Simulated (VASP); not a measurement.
# Cu8O (Cmmm) in VASP: notebook

Runs on Cu8O. Level: PBEsol. Tasks: single point.

Everything below comes from runs of VASP 6.6.1. Logs are shortened: lines on timing, memory, paths and dates and some standing lists are left out, and cuts for length are marked.

## Step 1: The cell of the first run

It takes space group Cmmm (No. 65, orthorhombic). Conventional cell: a = 6.122 Å, b = 6.156 Å, c = 5.400 Å, α = 90.00°, β = 90.00°, γ = 90.00°. Within 3.3 Å of Cu (site symmetry 2mm) lie 13 Cu at 2.46 to 3.11 Å and 2 O at 3.23 Å. Cu (site symmetry 2mm) has 1 O at 1.91 Å and 11 Cu at 2.30 to 2.78 Å within 2.8 Å. Cu (site symmetry m) has 1 O at 2.02 Å and 10 Cu at 2.45 to 2.78 Å within 2.8 Å. O (site symmetry mmm) has 6 Cu at 1.91 to 2.02 Å within 2.5 Å.

## Step 2: Single point, PBEsol

Contents of INCAR:

```
PREC     = Accurate       # precision mode
ENCUT    = 520            # plane-wave cutoff, eV
EDIFF    = 1E-6           # SCF threshold, eV
ISMEAR   = 0              # smearing method
SIGMA    = 0.1            # smearing width, eV
LREAL    = False          # projectors in reciprocal space
LASPH    = True           # aspherical terms in the spheres
NELM     = 80             # most SCF steps
ALGO     = Fast           # electronic algorithm
ISIF     = 2              # what is computed and relaxed
LWAVE    = False          # write WAVECAR
LCHARG   = False          # write CHGCAR
GGA      = PS             # functional
NBANDS   = 57             # bands
```

Contents of KPOINTS:

```
Automatic mesh
0
Gamma
  8 8 8
```

Contents of POSCAR:

```
Cu8O
1.0
    3.0608156314     -3.0779766365      0.0000000000
    3.0608156314      3.0779766365      0.0000000000
    0.0000000000      0.0000000000      5.3999165316
Cu O
8 1
Direct
    0.7889028383      0.7889028383      0.5000000000
    0.2110971617      0.2110971617      0.5000000000
    0.8118603064      0.8118603064      0.0000000000
    0.1881396936      0.1881396936      0.0000000000
    0.2770175406      0.7229824594      0.2733591502
    0.2770175406      0.7229824594      0.7266408498
    0.7229824594      0.2770175406      0.7266408498
    0.7229824594      0.2770175406      0.2733591502
    0.5000000000      0.5000000000      0.0000000000
```

Potentials or basis: VASP PAW PBE potentials, release 64 (Cu, O).

Started as:

```sh
cat potpaw_PBE.64/Cu/POTCAR potpaw_PBE.64/O/POTCAR > POTCAR
mpirun -np 1 vasp_std > vasp.out
```

OUTCAR:

```text
PREC = Accurate
   ENCUT = 520
   EDIFF = 1E-6
   ISMEAR = 0
   LREAL = False
   LASPH = True
   NELM = 80
   ISIF = 2
   GGA = PS

 ion  position               nearest neighbor table
   1  0.789  0.789  0.500-   5 2.46   6 2.46   7 2.46   8 2.46   7 2.55   8 2.55   5 2.55   6 2.55
                             2 2.58   3 2.70   3 2.70
   2  0.211  0.211  0.500-   5 2.46   6 2.46   7 2.46   8 2.46   7 2.55   8 2.55   5 2.55   6 2.55
                             1 2.58   4 2.70   4 2.70
   3  0.812  0.812  0.000-   9 1.91   4 2.30   6 2.53   7 2.53   8 2.53   5 2.53   1 2.70   1 2.70
                             7 2.78   8 2.78   5 2.78   6 2.78
   4  0.188  0.188  0.000-   9 1.91   3 2.30   6 2.53   7 2.53   8 2.53   5 2.53   2 2.70   2 2.70
                             7 2.78   8 2.78   5 2.78   6 2.78
   5  0.277  0.723  0.273-   9 2.02   6 2.45   1 2.46   2 2.46   3 2.53   4 2.53   1 2.55   2 2.55
                             8 2.75   3 2.78   4 2.78
   6  0.277  0.723  0.727-   9 2.02   5 2.45   1 2.46   2 2.46   3 2.53   4 2.53   1 2.55   2 2.55
                             7 2.75   3 2.78   4 2.78
   7  0.723  0.277  0.727-   9 2.02   8 2.45   1 2.46   2 2.46   3 2.53   4 2.53   1 2.55   2 2.55
                             6 2.75   3 2.78   4 2.78
   8  0.723  0.277  0.273-   9 2.02   7 2.45   1 2.46   2 2.46   3 2.53   4 2.53   1 2.55   2 2.55
                             5 2.75   3 2.78   4 2.78
   9  0.500  0.500  0.000-   3 1.91   4 1.91   5 2.02   6 2.02   7 2.02   8 2.02

  LATTYP: Found a base centered orthorhombic cell.
 ALAT       =     6.1216312628
 B/A-ratio  =     1.0056066772
 C/A-ratio  =     0.8821041810

  Lattice vectors:

 A1 = (   3.0608156314,  -3.0779766365,   0.0000000000)
 A2 = (   3.0608156314,   3.0779766365,   0.0000000000)
 A3 = (   0.0000000000,   0.0000000000,   5.3999165316)

Analysis of symmetry for initial positions (statically):
=====================================================================
 Subroutine PRICEL returns:
 Original cell was already a primitive cell.

 Routine SETGRP: Setting up the symmetry group for a
 base centered orthorhombic supercell.

 Subroutine GETGRP returns: Found  8 space group operations
 (whereof  8 operations were pure point group operations)
 out of a pool of  8 trial point group operations.

The static configuration has the point symmetry D_2h.

Analysis of symmetry for dynamics (positions and initial velocities):
=====================================================================
 Subroutine PRICEL returns:
[... 126 lines left out ...]
   NSW    =      0    number of steps for IOM
   IBRION =     -1    ionic relax: 0-MD 1-quasi-New 2-CG
   NFREE  =      0    steps in history (QN), initial steepest desc. (CG)
   ISIF   =      2    stress and relaxation
   ISYM   =      2    0-nonsym 1-usesym 2-fastsym
   POTIM  = 0.5000    time-step for ionic-motion
   TEBEG  =    0.0;   TEEND  =   0.0 temperature during run
   PSTRESS=    0.0 pullay stress
   NELECT =      94.0000    total number of electrons
   NUPDOWN=      -1.0000    fix difference up-down
   EMIN   =  10.00;   EMAX   =-10.00  energy-range for DOS
   EFERMI =   0.00;   METHOD = LEGACY
   ISMEAR =     0;   SIGMA  =   0.10  broadening in eV -4-tet -1-fermi 0-gaus
   EFERMI_NEDOS =   21; number of points for ismear=-14 and -15
   IALGO  =     68    algorithm
   IMIX   =      4    mixing-type and parameters
     AMIX     =   0.40;   BMIX     =  1.00
     AMIX_MAG =   1.60;   BMIX_MAG =  1.00
  volume/ion in A,a.u.               =      11.31        76.29
  Fermi-wavevector in a.u.,A,eV,Ry     =   1.594450  3.013074 34.589699  2.542271
  Thomas-Fermi vector in A             =   2.692523
   LORBIT       =      0    0 simple, 1 ext, 2 COOP (PROOUT), +10 PAW based schemes
   GGA     = PS    functional components
   LHFCALC =     F    Hartree Fock is set to
   AEXX    =    0.0000 exact exchange contribution
   IVDW    =     0    specifies the selected vdW correction
   LEPSILON=     F    determine dielectric tensor
   LRPA    =     F    only Hartree local field effects (RPA)
 non-spin polarized calculation
 RMM-DIIS sequential band-by-band and
 Gauss-broadening in eV      SIGMA  =   0.10
  energy-cutoff  :      520.00
  volume of cell :      101.75
 maximum number of plane-waves:      2776
   NGX = 17   NGY = 17   NGZ = 21

 number of electron      93.9999990 magnetization

 Free energy of the ion-electron system (eV)
  ---------------------------------------------------
  ext. energy  EPLUGINS =         0.00000000
  ---------------------------------------------------
  free energy    TOTEN  =       -39.88511272 eV

  energy without entropy =      -39.87545609  energy(sigma->0) =      -39.88028441

 E-fermi :   7.3473     XC(G=0): -12.8292

 val. band max:        7.3461356208   @ k =   0.5000   0.2500   0.0000
 cond. band min:       7.3487859305   @ k =   0.2500   0.1250   0.5000
 fundamental gap:      0.0026503097
 Fermi energy:         7.3472585454

 k-point     1 :       0.0000    0.0000    0.0000
  band No.  band energies     occupation
      1     -12.9209      2.00000
      2      -1.0567      2.00000
      3      -0.1531      2.00000
      4       0.0195      2.00000
      5       0.0930      2.00000
      6       2.7198      2.00000
[... 1429 lines left out ...]
     56      14.2815      0.00000
     57      14.5175      0.00000

 [... further k-points ...]
[... 5 lines left out ...]
  --------------------------------------------------------------------------------------
  -------------------------------------------------------------------------------------
  Total        0.4207718      0.2968280      0.3265707      0.0000000      0.0000000      0.0000000
  in kB        6.6257896      4.6740769      5.1424283      0.0000000      0.0000000      0.0000000
  external PRESSURE =       5.4807649 kB  Pullay stress =       0.0000000 kB

 VOLUME and BASIS-vectors are now :
 -----------------------------------------------------------------------------
  energy-cutoff  :      520.00
  volume of cell :      101.75
      direct lattice vectors                 reciprocal lattice vectors
     3.060815631 -3.077976636  0.000000000     0.163355151 -0.162444378  0.000000000
     3.060815631  3.077976636  0.000000000     0.163355151  0.162444378  0.000000000
     0.000000000  0.000000000  5.399916532     0.000000000  0.000000000  0.185188048

 POSITION                                       TOTAL-FORCE (eV/Angst)
 -----------------------------------------------------------------------------------
      4.82937      0.00000      2.69996        -0.003511     -0.000000      0.000000
      1.29226      0.00000      2.69996         0.003511     -0.000000      0.000000
      4.96991      0.00000      0.00000         0.039040     -0.000000      0.000000
      1.15172      0.00000      0.00000        -0.039040     -0.000000     -0.000000
      3.06082      1.37267      1.47612        -0.000000      0.013983      0.009024
      3.06082      1.37267      3.92380        -0.000000      0.013983     -0.009024
      3.06082     -1.37267      3.92380        -0.000000     -0.013983     -0.009024
      3.06082     -1.37267      1.47612        -0.000000     -0.013983      0.009024
      3.06082      0.00000      0.00000         0.000000      0.000000      0.000000
 -----------------------------------------------------------------------------------
    total drift:                               -0.000000     -0.000000     -0.000000

  FREE ENERGIE OF THE ION-ELECTRON SYSTEM (eV)
  ---------------------------------------------------
  free  energy   TOTEN  =       -39.8851127234 eV

  energy  without entropy=      -39.8754560895  energy(sigma->0) =      -39.88028441
```

OSZICAR:

```text
N       E                     dE             d eps       ncg     rms          rms(c)
DAV:   1     0.944610767015E+03    0.94461E+03   -0.39999E+04 12010   0.290E+03
DAV:   2     0.119487007531E+03   -0.82512E+03   -0.79485E+03 11970   0.548E+02
DAV:   3    -0.366074320423E+02   -0.15609E+03   -0.14577E+03 13903   0.267E+02
DAV:   4    -0.489189226853E+02   -0.12311E+02   -0.11750E+02 17616   0.873E+01
DAV:   5    -0.491641116318E+02   -0.24519E+00   -0.24460E+00 17359   0.132E+01    0.239E+01
RMM:   6    -0.435331549628E+02    0.56310E+01   -0.89623E+01 13027   0.105E+02    0.138E+01
RMM:   7    -0.398645053461E+02    0.36686E+01   -0.19672E+01 12624   0.532E+01    0.231E+00
RMM:   8    -0.398793514481E+02   -0.14846E-01   -0.13027E+00 14241   0.584E+00    0.643E-01
RMM:   9    -0.398888330987E+02   -0.94817E-02   -0.21487E-01 14022   0.394E+00    0.708E-01
RMM:  10    -0.398859839989E+02    0.28491E-02   -0.72168E-02 14656   0.215E+00    0.364E-01
RMM:  11    -0.398854796953E+02    0.50430E-03   -0.20510E-02 15265   0.977E-01    0.209E-01
RMM:  12    -0.398851146223E+02    0.36507E-03   -0.35969E-03 14035   0.471E-01    0.939E-02
RMM:  13    -0.398851107477E+02    0.38746E-05   -0.12461E-03 14468   0.279E-01    0.663E-02
RMM:  14    -0.398851145728E+02   -0.38251E-05   -0.62789E-04 14654   0.177E-01    0.270E-02
RMM:  15    -0.398851115887E+02    0.29840E-05   -0.18280E-04 14406   0.108E-01    0.152E-02
RMM:  16    -0.398851127655E+02   -0.11767E-05   -0.54058E-05 15551   0.442E-02    0.511E-03
RMM:  17    -0.398851127234E+02    0.42024E-07   -0.67598E-06 11128   0.145E-02
   1 F= -.39885113E+02 E0= -.39880284E+02  d E =-.965663E-02
```

stdout:

```text
POSCAR found type information on POSCAR CuO
 POSCAR found :  2 types and       9 ions
 scaLAPACK will be used
 -----------------------------------------------------------------------------
|                                                                             |
|                                                                             |
|     You enforced a specific xc type in the INCAR file but a different       |
|     I HOPE YOU KNOW WHAT YOU ARE DOING!                                     |
|                                                                             |
 -----------------------------------------------------------------------------

 LDA part: xc-table for (Slater+PW92), standard interpolation
 POSCAR, INCAR and KPOINTS ok, starting setup
 FFT: planning ... GRIDC
 FFT: planning ... GRID_SOFT
 FFT: planning ... GRID
 WAVECAR not read
 entering main loop
```

It took 19 min on 1 thread of Oxide Virtual Turin-like, shared host; peak memory 0.47 GiB.

What came out:

```yaml
Free_energy: -39.8851 eV
Pressure: 0.5 GPa
Largest_force: 0.039 eV/Å
Band_gap_on_the_k_mesh: zero (bands 47 and 48 overlap by 2.74 eV)
```

Forces on the atoms (eV/Å):
```
Cu  -0.004  0.000  0.000
Cu   0.004  0.000  0.000
Cu   0.039  0.000  0.000
Cu  -0.039  0.000  0.000
Cu   0.000  0.014  0.009
Cu   0.000  0.014 -0.009
Cu   0.000 -0.014 -0.009
Cu   0.000 -0.014  0.009
O    0.000  0.000  0.000
```

Levels at points of the mesh, in eV from the Fermi level:
| k point | band 45 | band 46 | band 47 | band 48 | band 49 | band 50 |
| --- | --- | --- | --- | --- | --- | --- |
| (0.00, 0.00, 0.00) | -1.01 | -0.86 | -0.30 | 0.58 | 1.96 | 2.85 |
| (0.50, 0.00, 0.00) | -1.27 | -1.06 | 0.02 | 0.86 | 1.19 | 2.61 |
| (0.50, 0.50, 0.00) | -1.43 | -1.36 | -1.30 | 0.29 | 0.56 | 1.22 |
| (0.00, 0.00, 0.50) | -0.93 | -0.87 | 1.63 | 1.94 | 2.28 | 3.29 |
| (0.50, 0.00, 0.50) | -1.35 | -0.60 | -0.28 | -0.18 | 3.53 | 3.93 |
| (0.50, 0.50, 0.50) | -1.36 | -1.17 | -1.17 | -1.12 | 0.58 | 1.66 |

Caveat: the PAW data sets were made with another functional, which shifts forces and pressure a little.

## Step 3: Single point, PBEsol

Contents of INCAR:

```
SYSTEM = Cu8O
PREC = Accurate ; ENCUT = 520
EDIFF = 1E-6 ; ISMEAR = 0
SIGMA = 0.1 ; LREAL = .False.
LASPH = .True. ; NELM = 80
ALGO = Fast ; ISIF = 2
LWAVE = .False. ; LCHARG = .True.
GGA = PS ; LELF = .True.
LVHAR = .True. ; NBANDS = 57
```

Contents of KPOINTS:

```
Automatic mesh
0
Gamma
  8 8 8
  0 0 0
```

POSCAR is that of step 2.

Potentials or basis: VASP PAW PBE potentials, release 64 (Cu, O).

Started as:

```sh
cat potpaw_PBE.64/Cu/POTCAR potpaw_PBE.64/O/POTCAR > POTCAR
mpirun -np 1 vasp_std > vasp.out
```

OUTCAR:

```text
SYSTEM = Cu8O
   PREC = Accurate
   ENCUT = 520
   EDIFF = 1E-6
   ISMEAR = 0
   LREAL = .False.
   LASPH = .True.
   NELM = 80
   ISIF = 2
   GGA = PS

 ion  position               nearest neighbor table
   1  0.789  0.789  0.500-   5 2.46   6 2.46   7 2.46   8 2.46   7 2.55   8 2.55   5 2.55   6 2.55
                             2 2.58   3 2.70   3 2.70
   2  0.211  0.211  0.500-   5 2.46   6 2.46   7 2.46   8 2.46   7 2.55   8 2.55   5 2.55   6 2.55
                             1 2.58   4 2.70   4 2.70
   3  0.812  0.812  0.000-   9 1.91   4 2.30   6 2.53   7 2.53   8 2.53   5 2.53   1 2.70   1 2.70
                             7 2.78   8 2.78   5 2.78   6 2.78
   4  0.188  0.188  0.000-   9 1.91   3 2.30   6 2.53   7 2.53   8 2.53   5 2.53   2 2.70   2 2.70
                             7 2.78   8 2.78   5 2.78   6 2.78
   5  0.277  0.723  0.273-   9 2.02   6 2.45   1 2.46   2 2.46   3 2.53   4 2.53   1 2.55   2 2.55
                             8 2.75   3 2.78   4 2.78
   6  0.277  0.723  0.727-   9 2.02   5 2.45   1 2.46   2 2.46   3 2.53   4 2.53   1 2.55   2 2.55
                             7 2.75   3 2.78   4 2.78
   7  0.723  0.277  0.727-   9 2.02   8 2.45   1 2.46   2 2.46   3 2.53   4 2.53   1 2.55   2 2.55
                             6 2.75   3 2.78   4 2.78
[... 211 lines left out ...]
 k-point     1 :       0.0000    0.0000    0.0000
  band No.  band energies     occupation
      1     -12.9209      2.00000
      2      -1.0567      2.00000
      3      -0.1531      2.00000
      4       0.0195      2.00000
      5       0.0930      2.00000
      6       2.7198      2.00000
[... 1429 lines left out ...]
     56      14.2815      0.00000
     57      14.5175      0.00000

 [... further k-points ...]
[... 5 lines left out ...]
  --------------------------------------------------------------------------------------
  -------------------------------------------------------------------------------------
  Total        0.4207718      0.2968280      0.3265707      0.0000000      0.0000000      0.0000000
  in kB        6.6257896      4.6740769      5.1424283      0.0000000      0.0000000      0.0000000
  external PRESSURE =       5.4807649 kB  Pullay stress =       0.0000000 kB

 VOLUME and BASIS-vectors are now :
 -----------------------------------------------------------------------------
  energy-cutoff  :      520.00
  volume of cell :      101.75
      direct lattice vectors                 reciprocal lattice vectors
     3.060815631 -3.077976636  0.000000000     0.163355151 -0.162444378  0.000000000
     3.060815631  3.077976636  0.000000000     0.163355151  0.162444378  0.000000000
     0.000000000  0.000000000  5.399916532     0.000000000  0.000000000  0.185188048

 POSITION                                       TOTAL-FORCE (eV/Angst)
 -----------------------------------------------------------------------------------
      4.82937      0.00000      2.69996        -0.003511     -0.000000      0.000000
      1.29226      0.00000      2.69996         0.003511     -0.000000      0.000000
      4.96991      0.00000      0.00000         0.039040     -0.000000      0.000000
      1.15172      0.00000      0.00000        -0.039040     -0.000000     -0.000000
      3.06082      1.37267      1.47612        -0.000000      0.013983      0.009024
      3.06082      1.37267      3.92380        -0.000000      0.013983     -0.009024
      3.06082     -1.37267      3.92380        -0.000000     -0.013983     -0.009024
      3.06082     -1.37267      1.47612        -0.000000     -0.013983      0.009024
      3.06082      0.00000      0.00000         0.000000      0.000000      0.000000
 -----------------------------------------------------------------------------------
    total drift:                               -0.000000     -0.000000     -0.000000

  FREE ENERGIE OF THE ION-ELECTRON SYSTEM (eV)
  ---------------------------------------------------
  free  energy   TOTEN  =       -39.8851127234 eV

  energy  without entropy=      -39.8754560895  energy(sigma->0) =      -39.88028441
```

Wall time 22 min (1 thread of Oxide Virtual Turin-like, shared host); peak memory 0.47 GiB.

Results:

```yaml
Free_energy: -39.8851 eV
Pressure: 0.5 GPa
Largest_force: 0.039 eV/Å
Band_gap_on_the_k_mesh: zero (bands 47 and 48 overlap by 2.74 eV)
```

Forces on the atoms (eV/Å):
```
Cu  -0.004  0.000  0.000
Cu   0.004  0.000  0.000
Cu   0.039  0.000  0.000
Cu  -0.039  0.000  0.000
Cu   0.000  0.014  0.009
Cu   0.000  0.014 -0.009
Cu   0.000 -0.014 -0.009
Cu   0.000 -0.014  0.009
O    0.000  0.000  0.000
```

Stress tensor (GPa, compression positive):
```
0.66 0.00 0.00
0.00 0.47 0.00
0.00 0.00 0.51
```

Levels at points of the mesh, in eV from the Fermi level:
| k point | band 45 | band 46 | band 47 | band 48 | band 49 | band 50 |
| --- | --- | --- | --- | --- | --- | --- |
| (0.00, 0.00, 0.00) | -1.01 | -0.86 | -0.30 | 0.58 | 1.96 | 2.85 |
| (0.50, 0.00, 0.00) | -1.27 | -1.06 | 0.02 | 0.86 | 1.19 | 2.61 |
| (0.50, 0.50, 0.00) | -1.43 | -1.36 | -1.30 | 0.29 | 0.56 | 1.22 |
| (0.00, 0.00, 0.50) | -0.93 | -0.87 | 1.63 | 1.94 | 2.28 | 3.29 |
| (0.50, 0.00, 0.50) | -1.35 | -0.60 | -0.28 | -0.18 | 3.53 | 3.93 |
| (0.50, 0.50, 0.50) | -1.36 | -1.17 | -1.17 | -1.12 | 0.58 | 1.66 |

Caveat: the PAW data sets were made with another functional, which shifts forces and pressure a little. With open d or f shells a metallic result of PBEsol can be an artefact of self-interaction; +U or a hybrid may open a gap.
